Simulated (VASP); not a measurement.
# GaP (F-43m) in VASP: a series of runs

Aim: see how the results for GaP move with the level of theory and the settings. Levels: PBE, r2SCAN. Tasks: single point.

All numbers are computed with VASP 6.6.1; they aren't measurements. Logs are shortened: lines on timing, memory, paths and dates and some standing lists are left out, and cuts for length are marked.

## (1) The cell of the first run

It takes space group F-43m (No. 216, cubic). The conventional cell has a = 5.421 Å, b = 5.421 Å, c = 5.421 Å, α = 90.00°, β = 90.00°, γ = 90.00°. Ga (site symmetry -43m) has 4 P at 2.35 Å within 3.1 Å. P (site symmetry -43m) has 4 Ga at 2.35 Å within 3.1 Å.

## (2) Single point, PBE (strain -0.5%)

INCAR

```
SYSTEM = GaP
ALGO = Normal ; EDIFF = 1E-7
ENCUT = 520 ; GGA = PE
ISIF = 2 ; ISMEAR = -1
LASPH = .True. ; LCHARG = .False.
LREAL = .False. ; LWAVE = .False.
NBANDS = 16 ; NELM = 60
PREC = Accurate ; SIGMA = 0.02
```

KPOINTS

```
k-points
0
Gamma
  8 8 8
  0 0 0
```

POSCAR

```
GaP
1.0
    0.0000000000      2.7106821395      2.7106821395
    2.7106821395      0.0000000000      2.7106821395
    2.7106821395      2.7106821395      0.0000000000
Ga P
1 1
Direct
    0.0000000000      0.0000000000      0.0000000000
    0.2500000000      0.2500000000      0.2500000000
```

Potentials or basis: VASP PAW PBE potentials, release 64 (Ga_d, P).

Command:

```sh
$ cat potpaw_PBE.64/Ga_d/POTCAR potpaw_PBE.64/P/POTCAR > POTCAR
$ mpirun -np 1 vasp_std > vasp.out
```

OUTCAR:

```text
SYSTEM = GaP
   EDIFF = 1E-7
   ENCUT = 520
   GGA = PE
   ISIF = 2
   ISMEAR = -1
   LASPH = .True.
   LREAL = .False.
   NELM = 60
   PREC = Accurate

 ion  position               nearest neighbor table
   1  0.000  0.000  0.000-   2 2.35   2 2.35   2 2.35   2 2.35
   2  0.250  0.250  0.250-   1 2.35   1 2.35   1 2.35   1 2.35

  LATTYP: Found a face centered cubic cell.
 ALAT       =     5.4213642790

  Lattice vectors:

 A1 = (   0.0000000000,   2.7106821395,   2.7106821395)
 A2 = (   2.7106821395,   0.0000000000,   2.7106821395)
 A3 = (   2.7106821395,   2.7106821395,   0.0000000000)

Analysis of symmetry for initial positions (statically):
=====================================================================
 Subroutine PRICEL returns:
 Original cell was already a primitive cell.

 Routine SETGRP: Setting up the symmetry group for a
 face centered cubic supercell.

 Subroutine GETGRP returns: Found 24 space group operations
 (whereof 24 operations were pure point group operations)
 out of a pool of 48 trial point group operations.

The static configuration has the point symmetry T_d .

Analysis of symmetry for dynamics (positions and initial velocities):
=====================================================================
 Subroutine PRICEL returns:
 Original cell was already a primitive cell.

 Routine SETGRP: Setting up the symmetry group for a
 face centered cubic supercell.

 Subroutine GETGRP returns: Found 24 space group operations
 (whereof 24 operations were pure point group operations)
 out of a pool of 48 trial point group operations.

The dynamic configuration has the point symmetry T_d .

 Subroutine INISYM returns: Found 24 space group operations
 (whereof 24 operations are pure point group operations),
 and found     1 'primitive' translations

----------------------------------------------------------------------------------------

                                     Primitive cell

  volume of cell :      39.8351

  direct lattice vectors                    reciprocal lattice vectors
     0.000000000  2.710682139  2.710682139    -0.184455415  0.184455415  0.184455415
     2.710682139  0.000000000  2.710682139     0.184455415 -0.184455415  0.184455415
     2.710682139  2.710682139  0.000000000     0.184455415  0.184455415 -0.184455415

  length of vectors
     3.833483445  3.833483445  3.833483445     0.319486151  0.319486151  0.319486151

  position of ions in fractional coordinates (direct lattice)
     0.000000000  0.000000000  0.000000000
     0.250000000  0.250000000  0.250000000

  ion indices of the primitive-cell ions
   primitive index   ion index
                 1           1
                 2           2

----------------------------------------------------------------------------------------

 KPOINTS: k-points

Automatic generation of k-mesh.
 Grid dimensions read from file:
 generate k-points for:    8    8    8

 Generating k-lattice:

  Cartesian coordinates                     Fractional coordinates (reciprocal lattice)
    -0.023056927  0.023056927  0.023056927     0.125000000  0.000000000  0.000000000
     0.023056927 -0.023056927  0.023056927     0.000000000  0.125000000  0.000000000
     0.023056927  0.023056927 -0.023056927     0.000000000  0.000000000  0.125000000

  Length of vectors
     0.039935769  0.039935769  0.039935769

  Shift w.r.t. Gamma in fractional coordinates (k-lattice)
     0.000000000  0.000000000  0.000000000

 Subroutine IBZKPT returns following result:
 ===========================================

 Found     29 irreducible k-points:

 Following reciprocal coordinates:
            Coordinates               Weight
  0.000000  0.000000  0.000000      1.000000
  0.125000  0.000000  0.000000      8.000000
  0.250000  0.000000  0.000000      8.000000
  0.375000  0.000000  0.000000      8.000000
  0.500000  0.000000  0.000000      4.000000
  0.125000  0.125000  0.000000      6.000000
[... 16 lines left out ...]
  0.500000  0.250000  0.125000     48.000000
 -0.375000  0.250000  0.125000     24.000000
 [... further k-points ...]
   k-points           NKPTS =     29   k-points in BZ     NKDIM =     29   number of bands    NBANDS=     16
   number of dos      NEDOS =    301   number of ions     NIONS =      2
   total plane-waves  NPLWV =  27000
   dimension x,y,z NGX =    30 NGY =   30 NGZ =   30
   dimension x,y,z NGXF=    60 NGYF=   60 NGZF=   60
   ions per type =               1   1
   NGX,Y,Z   is equivalent  to a cutoff of  13.01, 13.01, 13.01 a.u.
   NGXF,Y,Z  is equivalent  to a cutoff of  26.02, 26.02, 26.02 a.u.
 SYSTEM =  GaP
   PREC   = accura    normal or accurate (medium, high low for compatibility)
   ISTART =      0    job   : 0-new  1-cont  2-samecut
   ICHARG =      2    charge: 1-file 2-atom 10-const
   ISPIN  =      1    spin polarized calculation?
   LNONCOLLINEAR =      F non collinear calculations
   LSORBIT =      F    spin-orbit coupling
   LASPH  =      T    aspherical Exc in radial PAW
   ENCUT  =  520.0 eV  38.22 Ry    6.18 a.u.   7.13  7.13  7.13*2*pi/ulx,y,z
   NELM   =     60;   NELMIN=  2; NELMDL= -5     # of ELM steps
   EDIFF  = 0.1E-06   stopping-criterion for ELM
   LREAL  =      F    real-space projection
   EDIFFG = 0.1E-05   stopping-criterion for IOM
   NSW    =      0    number of steps for IOM
   IBRION =     -1    ionic relax: 0-MD 1-quasi-New 2-CG
   NFREE  =      0    steps in history (QN), initial steepest desc. (CG)
   ISIF   =      2    stress and relaxation
   ISYM   =      2    0-nonsym 1-usesym 2-fastsym
   POTIM  = 0.5000    time-step for ionic-motion
   TEBEG  =    0.0;   TEEND  =   0.0 temperature during run
   PSTRESS=    0.0 pullay stress
   NELECT =      18.0000    total number of electrons
   NUPDOWN=      -1.0000    fix difference up-down
   EMIN   =  10.00;   EMAX   =-10.00  energy-range for DOS
   EFERMI =   0.00;   METHOD = LEGACY
   ISMEAR =    -1;   SIGMA  =   0.02  broadening in eV -4-tet -1-fermi 0-gaus
   EFERMI_NEDOS =   21; number of points for ismear=-14 and -15
   IALGO  =     38    algorithm
   IMIX   =      4    mixing-type and parameters
     AMIX     =   0.40;   BMIX     =  1.00
     AMIX_MAG =   1.60;   BMIX_MAG =  1.00
  volume/ion in A,a.u.               =      19.92       134.41
  Fermi-wavevector in a.u.,A,eV,Ry     =   1.256253  2.373974 21.472324  1.578171
  Thomas-Fermi vector in A             =   2.389970
   LORBIT       =      0    0 simple, 1 ext, 2 COOP (PROOUT), +10 PAW based schemes
   GGA     = PE    functional components
[... 5 lines left out ...]
 non-spin polarized calculation
  energy-cutoff  :      520.00
  volume of cell :       39.84
 maximum number of plane-waves:      1090
 NGX is ok and might be reduce to    30
   NGX = 15   NGY = 15   NGZ = 15

 number of electron      17.9999988 magnetization

 Free energy of the ion-electron system (eV)
  ---------------------------------------------------
  ext. energy  EPLUGINS =         0.00000000
  ---------------------------------------------------
  free energy    TOTEN  =        -9.10319238 eV

  energy without entropy =       -9.10319238  energy(sigma->0) =       -9.10319238

 E-fermi :   5.2943     XC(G=0):  -9.9063

 val. band max:        4.8181962124   @ k =   0.0000   0.0000   0.0000
 cond. band min:       6.4340715984   @ k =   0.3750   0.3750   0.0000
 fundamental gap:      1.6158753861
 Fermi energy:         5.2942991077

 k-point     1 :       0.0000    0.0000    0.0000
  band No.  band energies     occupation
      1      -9.7612      2.00000
      2      -9.7612      2.00000
      3      -9.7612      2.00000
      4      -9.6565      2.00000
      5      -9.6565      2.00000
      6      -7.7958      2.00000
[... 8 lines left out ...]
     15      14.6275      0.00000
     16      14.6275      0.00000

 k-point     2 :       0.1250    0.0000    0.0000
  band No.  band energies     occupation
      1      -9.7761      2.00000
      2      -9.7563      2.00000
      3      -9.7563      2.00000
      4      -9.6566      2.00000
      5      -9.6566      2.00000
      6      -7.5888      2.00000
[... 8 lines left out ...]
     15      13.9957      0.00000
     16      14.5977      0.00000

 k-point     3 :       0.2500    0.0000    0.0000
  band No.  band energies     occupation
      1      -9.8085      2.00000
      2      -9.7457      2.00000
      3      -9.7457      2.00000
      4      -9.6552      2.00000
      5      -9.6552      2.00000
      6      -7.0027      2.00000
[... 8 lines left out ...]
     15      13.8140      0.00000
     16      14.7915      0.00000

 k-point     4 :       0.3750    0.0000    0.0000
  band No.  band energies     occupation
      1      -9.8372      2.00000
      2      -9.7377      2.00000
      3      -9.7377      2.00000
      4      -9.6512      2.00000
      5      -9.6512      2.00000
      6      -6.1828      2.00000
[... 8 lines left out ...]
     15      15.0336      0.00000
     16      15.0336      0.00000

 k-point     5 :       0.5000    0.0000    0.0000
  band No.  band energies     occupation
      1      -9.8484      2.00000
      2      -9.7352      2.00000
      3      -9.7352      2.00000
      4      -9.6487      2.00000
      5      -9.6487      2.00000
      6      -5.6762      2.00000
[... 8 lines left out ...]
     15      16.5570      0.00000
     16      16.5570      0.00000

 k-point     6 :       0.1250    0.1250    0.0000
  band No.  band energies     occupation
      1      -9.7854      2.00000
      2      -9.7516      2.00000
      3      -9.7516      2.00000
      4      -9.6609      2.00000
      5      -9.6531      2.00000
      6      -7.5203      2.00000
[... 8 lines left out ...]
     15      14.8736      0.00000
     16      14.9721      0.00000
[... 267 lines left out ...]
 k-point    21 :       0.5000    0.5000    0.0000
  band No.  band energies     occupation
      1      -9.8854      2.00000
      2      -9.6947      2.00000
      3      -9.6924      2.00000
      4      -9.6924      2.00000
      5      -9.6335      2.00000
      6      -4.7551      2.00000
[... 8 lines left out ...]
     15      17.2518      0.00000
     16      17.8893      0.00000

 k-point    22 :       0.3750    0.2500    0.1250
  band No.  band energies     occupation
      1      -9.8327      2.00000
      2      -9.7332      2.00000
      3      -9.7290      2.00000
      4      -9.6680      2.00000
      5      -9.6470      2.00000
      6      -6.5047      2.00000
[... 8 lines left out ...]
     15      16.0051      0.00000
     16      17.3463      0.00000

 k-point    23 :       0.5000    0.2500    0.1250
  band No.  band energies     occupation
      1      -9.8489      2.00000
      2      -9.7293      2.00000
      3      -9.7194      2.00000
      4      -9.6658      2.00000
      5      -9.6471      2.00000
      6      -5.7316      2.00000
[... 8 lines left out ...]
     15      16.4505      0.00000
     16      17.7253      0.00000

 k-point    24 :      -0.3750    0.2500    0.1250
  band No.  band energies     occupation
      1      -9.8549      2.00000
      2      -9.7287      2.00000
      3      -9.7160      2.00000
      4      -9.6620      2.00000
      5      -9.6488      2.00000
      6      -5.2611      2.00000
[... 8 lines left out ...]
     15      16.8807      0.00000
     16      17.4225      0.00000

 [... further k-points ...]
[... 5 lines left out ...]
  --------------------------------------------------------------------------------------
  -------------------------------------------------------------------------------------
  Total        0.9783224      0.9783224      0.9783224      0.0000000      0.0000000     -0.0000000
  in kB       39.3483736     39.3483736     39.3483736      0.0000000      0.0000000     -0.0000000
  external PRESSURE =      39.3483736 kB  Pullay stress =       0.0000000 kB

 VOLUME and BASIS-vectors are now :
 -----------------------------------------------------------------------------
  energy-cutoff  :      520.00
  volume of cell :       39.84
      direct lattice vectors                 reciprocal lattice vectors
     0.000000000  2.710682139  2.710682139    -0.184455415  0.184455415  0.184455415
     2.710682139  0.000000000  2.710682139     0.184455415 -0.184455415  0.184455415
     2.710682139  2.710682139  0.000000000     0.184455415  0.184455415 -0.184455415

 POSITION                                       TOTAL-FORCE (eV/Angst)
 -----------------------------------------------------------------------------------
      0.00000      0.00000      0.00000         0.000000      0.000000      0.000000
      1.35534      1.35534      1.35534        -0.000000     -0.000000     -0.000000
 -----------------------------------------------------------------------------------
    total drift:                                0.000001      0.000001      0.000001

  FREE ENERGIE OF THE ION-ELECTRON SYSTEM (eV)
  ---------------------------------------------------
  free  energy   TOTEN  =        -9.1031923814 eV

  energy  without entropy=       -9.1031923814  energy(sigma->0) =       -9.10319238
```

Run time: 20 s. Hardware: 1 thread of Intel Xeon 6975P-C, shared host; peak memory 0.17 GiB.

Results:

```yaml
Free_energy: -9.1032 eV
Pressure: 3.9 GPa
Band_gap_on_the_k_mesh: 1.62 eV, indirect (least direct gap 1.96 eV)
```

Levels at points of the mesh, in eV from the valence-band top:
| k point | band 7 | band 8 | band 9 | band 10 | band 11 | band 12 |
| --- | --- | --- | --- | --- | --- | --- |
| (0.00, 0.00, 0.00) | 0.00 | 0.00 | 0.00 | 1.96 | 3.88 | 3.88 |
| (0.50, 0.00, 0.00) | -6.72 | -1.14 | -1.14 | 1.72 | 4.72 | 4.72 |
| (0.50, 0.50, 0.00) | -6.83 | -2.74 | -2.74 | 1.62 | 1.81 | 10.72 |

Caveat: the cell differs from its parent crystal (strain -0.5%). A k mesh can miss the band edges.

## (3) Single point, r2SCAN (strain -0.5%)

POSCAR is that of step 2.

INCAR.step1

```
PREC     = Accurate       # precision mode
ENCUT    = 520            # plane-wave cutoff, eV
ISMEAR   = 0              # smearing method
SIGMA    = 0.01           # smearing width, eV
LREAL    = False          # projectors in reciprocal space
LASPH    = True           # aspherical terms in the spheres
NELM     = 100            # most SCF steps
NBANDS   = 16             # bands
GGA      = PE             # functional
ALGO     = Normal         # electronic algorithm
EDIFF    = 1E-4           # SCF threshold, eV
LWAVE    = True           # write WAVECAR
LCHARG   = False          # write CHGCAR
```

INCAR.step2

```
PREC     = Accurate       # precision mode
ENCUT    = 520            # plane-wave cutoff, eV
EDIFF    = 1E-7           # SCF threshold, eV
ISMEAR   = 0              # smearing method
SIGMA    = 0.01           # smearing width, eV
LREAL    = False          # projectors in reciprocal space
LASPH    = True           # aspherical terms in the spheres
NELM     = 100            # most SCF steps
ALGO     = Normal         # electronic algorithm
ISIF     = 2              # what is computed and relaxed
LWAVE    = False          # write WAVECAR
LCHARG   = False          # write CHGCAR
METAGGA  = R2SCAN         # meta-GGA
LMIXTAU  = True         
NBANDS   = 16             # bands
ISTART   = 1
```

KPOINTS

```
regular mesh
0
Gamma
  8 8 8
```

Potentials or basis: VASP PAW PBE potentials, release 64 (Ga_d, P).

Command:

```sh
$ cat potpaw_PBE.64/Ga_d/POTCAR potpaw_PBE.64/P/POTCAR > POTCAR
$ cp INCAR.step1 INCAR
$ mpirun -np 1 vasp_std > vasp.out
$ cp INCAR.step2 INCAR
$ mpirun -np 1 vasp_std > vasp.out
```

Run time: 77 s. Hardware: 1 thread of Intel Xeon 6975P-C, shared host; peak memory 0.18 GiB.

It converged, with:

```
Free energy            : -21.4602 eV
Pressure               : 1.4 GPa
Band gap on the k mesh : 1.88 eV, indirect (least direct gap 2.49 eV)
```

Levels at points of the mesh, in eV from the valence-band top:
| k point | band 6 | band 7 | band 8 | band 9 | band 10 | band 11 | band 12 | band 13 |
| --- | --- | --- | --- | --- | --- | --- | --- | --- |
| (0.00, 0.00, 0.00) | -13.15 | 0.00 | 0.00 | 0.00 | 2.49 | 4.19 | 4.19 | 4.19 |
| (0.50, 0.00, 0.00) | -10.93 | -6.94 | -1.19 | -1.19 | 2.09 | 5.05 | 5.05 | 8.87 |
| (0.50, 0.50, 0.00) | -9.97 | -7.04 | -2.86 | -2.86 | 1.88 | 2.09 | 11.48 | 11.48 |

Caveat: the cell differs from its parent crystal (strain -0.5%); the PAW data sets were made with another functional, which shifts forces and pressure a little. A k mesh can miss the band edges.
